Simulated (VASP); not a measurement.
The system is Ga.

```
Ga
1.0
     1.38300   -4.02650    0.00000
     1.38300    4.02650    0.00000
    -0.11745    0.00000    3.32993
Ga
2
Direct
  0.86900 0.13100 0.25000
  0.13100 0.86900 0.75000
```

| Quantity | Value |
| --- | --- |
| Program | VASP 6.6.1 |
| Task | relaxation of cell and atoms |
| Functional | PBE |
| Potentials or basis | VASP PAW PBE potentials, release 64 (Ga_d) |
| Cutoff | 500 eV |
| k mesh | 12 × 12 × 10 |
| Occupations | fermi-dirac, width 0.1 eV |
| Spin | no spin polarisation |

At the start: pressure 2.0 GPa; volume 18.54 Å³/atom.

How do energy, volume and symmetry change on relaxing?

Over 14 steps the energy falls by 6.8 meV/atom and the volume is 19.24 Å³/atom (+3.7 %); space group C2/c (No. 15, to 0.1 Å) before and after.

The path:
```tsv
step	energy change (eV)	largest force (eV/Å)	pressure (GPa)	volume (Å³)
1	0.0000	0.1823	1.96	37.09
2	-0.0117	0.0756	0.25	38.31
3	-0.0121	0.0500	-0.23	38.67
4	-0.0121	0.0531	-0.12	38.63
5	-0.0127	0.0288	-0.10	38.55
6	-0.0130	0.0033	0.02	38.45
7	-0.0130	0.0146	0.14	38.42
8	-0.0133	0.0201	-0.09	38.50
9	-0.0133	0.0219	-0.08	38.53
10	-0.0133	0.0254	-0.18	38.58
11	-0.0135	0.0174	0.05	38.49
12	-0.0135	0.0176	-0.03	38.49
13	-0.0135	0.0113	0.01	38.48
14	-0.0135	0.0070	0.02	38.47
```

Final structure:
```xyz
2
Lattice="1.3966 -4.1366 -0.0110 1.3966 4.1366 -0.0110 -0.1453 0.0000 3.3306" Properties=species:S:1:pos:R:3 pbc="T T T"
Ga    1.3603   -3.0348    0.8217
Ga    1.2877    3.0348    2.4870
```
